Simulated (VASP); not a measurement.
# AlN (I4/mmm) in VASP: single point with HSE06

Aim: the single point of AlN with HSE06.

Program: VASP 6.6.1. These are calculated values, not measurements. Logs are shortened: lines on timing, memory, paths and dates and some standing lists are left out, and cuts for length are marked.

## (1) The cell of the first run

It takes space group I4/mmm (No. 139, tetragonal). The conventional cell has a = 2.941 Å, b = 2.941 Å, c = 3.952 Å, α = 90.00°, β = 90.00°, γ = 90.00°. Al (site symmetry 4/mmm) has 6 N at 1.98 to 2.08 Å within 2.6 Å. Within 2.6 Å of N (site symmetry 4/mmm) lie 6 Al at 1.98 to 2.08 Å.

## (2) Single point, HSE06 (epitaxial xy strain +3.0%)

POSCAR reads:

```
AlN
1.0
    0.0000000000      2.0794345057      1.9759146328
    2.0794345057      0.0000000000      1.9759146328
    2.0794345057      2.0794345057      0.0000000000
Al N
1 1
Direct
    0.0000000000      0.0000000000      0.0000000000
    0.5000000000      0.5000000000      0.5000000000
```

INCAR.step1 reads:

```
PREC = Accurate
ENCUT = 520
EDIFF = 1E-5
ISMEAR = 0
SIGMA = 0.01
LREAL = F
LASPH = T
NELM = 60
ALGO = Normal
ISIF = 2
LWAVE = T
NBANDS = 11
GGA = PE
```

INCAR.step2 reads:

```
PREC = Accurate
ENCUT = 520
EDIFF = 1E-6
ISMEAR = 0
SIGMA = 0.01
LREAL = F
LASPH = T
NELM = 60
ALGO = Normal
ISIF = 2
LWAVE = F
LCHARG = T
GGA = PE
LHFCALC = T
HFSCREEN = 0.2079
PRECFOCK = Normal
LELF = T
LVHAR = T
NBANDS = 11
ISTART = 1
```

KPOINTS reads:

```
regular mesh
0
Gamma
  8 8 8
```

Potentials or basis: VASP PAW PBE potentials, release 64 (Al, N).

Launch:

```
cat potpaw_PBE.64/Al/POTCAR potpaw_PBE.64/N/POTCAR > POTCAR
cp INCAR.step1 INCAR
mpirun -np 1 vasp_std > vasp.out
cp INCAR.step2 INCAR
mpirun -np 1 vasp_std > vasp.out
```

OUTCAR:

```text
PREC = Accurate
   ENCUT = 520
   EDIFF = 1E-6
   ISMEAR = 0
   LREAL = F
   LASPH = T
   NELM = 60
   ISIF = 2
   GGA = PE
   LHFCALC = T
   HFSCREEN = 0.2079
   PRECFOCK = Normal
   ISTART = 1

 ion  position               nearest neighbor table
   1  0.000  0.000  0.000-   2 1.98   2 1.98   2 2.08   2 2.08   2 2.08   2 2.08
   2  0.500  0.500  0.500-   1 1.98   1 1.98   1 2.08   1 2.08   1 2.08   1 2.08

  LATTYP: Found a body centered tetragonal cell.
 ALAT       =     2.9407644800
 C/A-ratio  =     1.3438101869

  Lattice vectors:

 A1 = (   0.0000000000,  -2.0794345057,  -1.9759146328)
 A2 = (   0.0000000000,   2.0794345057,  -1.9759146328)
 A3 = (   2.0794345057,   0.0000000000,   1.9759146328)

Analysis of symmetry for initial positions (statically):
=====================================================================
 Subroutine PRICEL returns:
 Original cell was already a primitive cell.

 Routine SETGRP: Setting up the symmetry group for a
 body centered tetragonal supercell.

 Subroutine GETGRP returns: Found 16 space group operations
 (whereof 16 operations were pure point group operations)
 out of a pool of 16 trial point group operations.

The static configuration has the point symmetry D_4h.

Analysis of symmetry for dynamics (positions and initial velocities):
=====================================================================
 Subroutine PRICEL returns:
 Original cell was already a primitive cell.

 Routine SETGRP: Setting up the symmetry group for a
 body centered tetragonal supercell.

 Subroutine GETGRP returns: Found 16 space group operations
 (whereof 16 operations were pure point group operations)
 out of a pool of 16 trial point group operations.

The dynamic configuration has the point symmetry D_4h.

 Subroutine INISYM returns: Found 16 space group operations
 (whereof 16 operations are pure point group operations),
 and found     1 'primitive' translations

----------------------------------------------------------------------------------------

                                     Primitive cell

  volume of cell :      17.0879

  direct lattice vectors                    reciprocal lattice vectors
     0.000000000  2.079434506  1.975914633    -0.240449987  0.240449987  0.253047369
     2.079434506  0.000000000  1.975914633     0.240449987 -0.240449987  0.253047369
     2.079434506  2.079434506  0.000000000     0.240449987  0.240449987 -0.253047369

  length of vectors
     2.868498998  2.868498998  2.940764480     0.423869513  0.423869513  0.423869513

  position of ions in fractional coordinates (direct lattice)
     0.000000000  0.000000000  0.000000000
     0.500000000  0.500000000  0.500000000

  ion indices of the primitive-cell ions
   primitive index   ion index
                 1           1
                 2           2

----------------------------------------------------------------------------------------

 KPOINTS: regular mesh

Automatic generation of k-mesh.
 Grid dimensions read from file:
 generate k-points for:    8    8    8

 Generating k-lattice:

  Cartesian coordinates                     Fractional coordinates (reciprocal lattice)
    -0.030056248  0.030056248  0.031630921     0.125000000  0.000000000  0.000000000
     0.030056248 -0.030056248  0.031630921     0.000000000  0.125000000  0.000000000
     0.030056248  0.030056248 -0.031630921    -0.000000000 -0.000000000  0.125000000

  Length of vectors
     0.052983689  0.052983689  0.052983689

  Shift w.r.t. Gamma in fractional coordinates (k-lattice)
     0.000000000  0.000000000  0.000000000

 Subroutine IBZKPT returns following result:
 ===========================================

 Found     59 irreducible k-points:

 Following reciprocal coordinates:
            Coordinates               Weight
  0.000000  0.000000  0.000000      1.000000
  0.125000  0.000000  0.000000      8.000000
  0.250000  0.000000  0.000000      8.000000
  0.375000  0.000000  0.000000      8.000000
  0.500000  0.000000  0.000000      4.000000
  0.125000  0.125000  0.000000      2.000000
[... 16 lines left out ...]
  0.250000 -0.000000  0.125000     16.000000
  0.375000  0.000000  0.125000     16.000000
 [... further k-points ...]
   k-points           NKPTS =     59   k-points in BZ     NKDIM =    512   number of bands    NBANDS=     11
   number of dos      NEDOS =    301   number of ions     NIONS =      2
   total plane-waves  NPLWV =  13824
   dimension x,y,z NGX =    24 NGY =   24 NGZ =   24
   dimension x,y,z NGXF=    48 NGYF=   48 NGZF=   48
   ions per type =               1   1
   NGX,Y,Z   is equivalent  to a cutoff of  13.91, 13.91, 13.57 a.u.
   NGXF,Y,Z  is equivalent  to a cutoff of  27.82, 27.82, 27.14 a.u.
 SYSTEM =  unknown system
   PREC   = accura    normal or accurate (medium, high low for compatibility)
   ISTART =      1    job   : 0-new  1-cont  2-samecut
   ICHARG =      0    charge: 1-file 2-atom 10-const
   ISPIN  =      1    spin polarized calculation?
   LNONCOLLINEAR =      F non collinear calculations
   LSORBIT =      F    spin-orbit coupling
   LASPH  =      T    aspherical Exc in radial PAW
   ENCUT  =  520.0 eV  38.22 Ry    6.18 a.u.   5.33  5.33  5.47*2*pi/ulx,y,z
   NELM   =     60;   NELMIN=  2; NELMDL=  0     # of ELM steps
   EDIFF  = 0.1E-05   stopping-criterion for ELM
   LREAL  =      F    real-space projection
   EDIFFG = 0.1E-04   stopping-criterion for IOM
   NSW    =      0    number of steps for IOM
   IBRION =     -1    ionic relax: 0-MD 1-quasi-New 2-CG
   NFREE  =      0    steps in history (QN), initial steepest desc. (CG)
   ISIF   =      2    stress and relaxation
   ISYM   =      3    0-nonsym 1-usesym 2-fastsym
   POTIM  = 0.5000    time-step for ionic-motion
   TEBEG  =    0.0;   TEEND  =   0.0 temperature during run
   PSTRESS=    0.0 pullay stress
   NELECT =       8.0000    total number of electrons
   NUPDOWN=      -1.0000    fix difference up-down
   EMIN   =  10.00;   EMAX   =-10.00  energy-range for DOS
   EFERMI =   0.00;   METHOD = LEGACY
   ISMEAR =     0;   SIGMA  =   0.01  broadening in eV -4-tet -1-fermi 0-gaus
   EFERMI_NEDOS =   21; number of points for ismear=-14 and -15
   IALGO  =     38    algorithm
   IMIX   =      1    mixing-type and parameters
     AMIX     =   0.40;   BMIX     =  1.00
     AMIX_MAG =   1.60;   BMIX_MAG =  1.00
  volume/ion in A,a.u.               =       8.54        57.66
  Fermi-wavevector in a.u.,A,eV,Ry     =   1.271185  2.402190 21.985792  1.615910
  Thomas-Fermi vector in A             =   2.404131
   LORBIT       =      0    0 simple, 1 ext, 2 COOP (PROOUT), +10 PAW based schemes
   GGA     = PE    functional components
   LHFCALC =     T    Hartree Fock is set to
   PRECFOCK=normal    Normal, Fast or Accurate (Low or Medium for compatibility)
   ENCUT4O =  -1.0   cutoff for four orbital integrals eV
   NKREDX  =     1    reduce k-point grid by
   NKREDY  =     1    reduce k-point grid by
   NKREDZ  =     1    reduce k-point grid by
   AEXX    =    0.2500 exact exchange contribution
   HFSCREEN=    0.2079 screening length (either q_TF or 0.3 A-1)
   HFSCREENC=   0.2079 screening length for correlation (either q_TF or 0.3 A-1)
   ENCUTFOCK=  -1.0 apply spherical cutoff to Coloumb kernel
   IVDW    =     0    specifies the selected vdW correction
   LEPSILON=     F    determine dielectric tensor
   LRPA    =     F    only Hartree local field effects (RPA)
 non-spin polarized calculation
 Gauss-broadening in eV      SIGMA  =   0.01
  energy-cutoff  :      520.00
  volume of cell :       17.09
 maximum number of plane-waves:       475
 NGX is ok and might be reduce to    24
  NGX = 18; NGY = 18; NGZ = 18

 number of electron       8.0000001 magnetization

 Free energy of the ion-electron system (eV)
  ---------------------------------------------------
  ext. energy  EPLUGINS =         0.00000000
  ---------------------------------------------------
  free energy    TOTEN  =       -17.08732788 eV

  energy without entropy =      -17.08732788  energy(sigma->0) =      -17.08732788

 E-fermi :   8.9002     XC(G=0):  -9.9332

 val. band max:        8.8331642058   @ k =   0.0000   0.0000   0.0000
 cond. band min:      14.0446245601   @ k =   0.5000   0.5000   0.0000
 fundamental gap:      5.2114603542
 Fermi energy:         8.9002192783

 k-point     1 :       0.0000    0.0000    0.0000
  band No.  band energies     occupation
      1     -10.2300      2.00000
      2       8.3643      2.00000
      3       8.8332      2.00000
      4       8.8332      2.00000
      5      15.3206      0.00000
      6      22.1664      0.00000
      7      22.1664      0.00000
      8      22.8419      0.00000
      9      27.2704      0.00000
     10      27.4876      0.00000
     11      28.3052      0.00000

 k-point     2 :       0.1250    0.0000    0.0000
  band No.  band energies     occupation
      1      -9.8982      2.00000
      2       7.0502      2.00000
      3       8.4110      2.00000
      4       8.5997      2.00000
      5      16.2586      0.00000
      6      21.1617      0.00000
      7      22.5102      0.00000
      8      23.0652      0.00000
      9      25.4820      0.00000
     10      26.5213      0.00000
     11      28.5272      0.00000

 k-point     3 :       0.2500    0.0000    0.0000
  band No.  band energies     occupation
      1      -8.9575      2.00000
      2       4.0485      2.00000
      3       8.0631      2.00000
      4       8.0960      2.00000
      5      16.6961      0.00000
      6      21.2914      0.00000
      7      21.8473      0.00000
      8      23.0358      0.00000
      9      26.3811      0.00000
     10      26.4397      0.00000
     11      27.5865      0.00000
[... 267 lines left out ...]
 k-point    23 :       0.2500   -0.0000    0.1250
  band No.  band energies     occupation
      1      -9.0838      2.00000
      2       5.0481      2.00000
      3       7.4732      2.00000
      4       7.8131      2.00000
      5      17.6407      0.00000
      6      19.6314      0.00000
      7      21.1406      0.00000
      8      23.8308      0.00000
      9      24.8991      0.00000
     10      28.4202      0.00000
     11      29.9448      0.00000

 k-point    24 :       0.3750    0.0000    0.1250
  band No.  band energies     occupation
      1      -7.8976      2.00000
      2       2.2972      2.00000
      3       6.9548      2.00000
      4       7.3186      2.00000
      5      17.2855      0.00000
      6      19.8701      0.00000
      7      21.5015      0.00000
      8      23.0394      0.00000
      9      26.8862      0.00000
     10      29.1196      0.00000
     11      30.3003      0.00000

 [... further k-points ...]
[... 5 lines left out ...]
  --------------------------------------------------------------------------------------
  -------------------------------------------------------------------------------------
  Total       -1.4917071     -1.4917071     -0.1581144      0.0000000     -0.0000000      0.0000000
  in kB     -139.8638457   -139.8638457    -14.8249554      0.0000000     -0.0000000      0.0000000
  external PRESSURE =     -98.1842156 kB  Pullay stress =       0.0000000 kB

 VOLUME and BASIS-vectors are now :
 -----------------------------------------------------------------------------
  energy-cutoff  :      520.00
  volume of cell :       17.09
      direct lattice vectors                 reciprocal lattice vectors
     0.000000000  2.079434506  1.975914633    -0.240449987  0.240449987  0.253047369
     2.079434506  0.000000000  1.975914633     0.240449987 -0.240449987  0.253047369
     2.079434506  2.079434506  0.000000000     0.240449987  0.240449987 -0.253047369

 POSITION                                       TOTAL-FORCE (eV/Angst)
 -----------------------------------------------------------------------------------
      0.00000      0.00000      0.00000         0.000000      0.000000     -0.000000
      2.07943      2.07943      1.97591         0.000000      0.000000      0.000000
 -----------------------------------------------------------------------------------
    total drift:                               -0.000000      0.000000     -0.000001

  FREE ENERGIE OF THE ION-ELECTRON SYSTEM (eV)
  ---------------------------------------------------
  free  energy   TOTEN  =       -17.0873278840 eV

  energy  without entropy=      -17.0873278840  energy(sigma->0) =      -17.08732788
```

Run time: 46 min. Hardware: 1 thread of Intel Xeon Platinum 8375C at 2.90GHz (Ice Lake), shared host; peak memory 0.25 GiB.

What came out:

| Quantity | Value |
| --- | --- |
| Free energy | -17.0873 eV |
| Pressure | -9.8 GPa |
| Band gap on the k mesh | 5.21 eV (least direct gap 6.49 eV) |

Stress tensor (GPa, compression positive):
```
-13.99   0.00   0.00
  0.00 -13.99   0.00
  0.00   0.00  -1.48
```

Caveat: the cell differs from its parent crystal (epitaxial xy strain +3.0%); the cell stands under tension; the PAW data sets were made with another functional, which shifts forces and pressure a little.
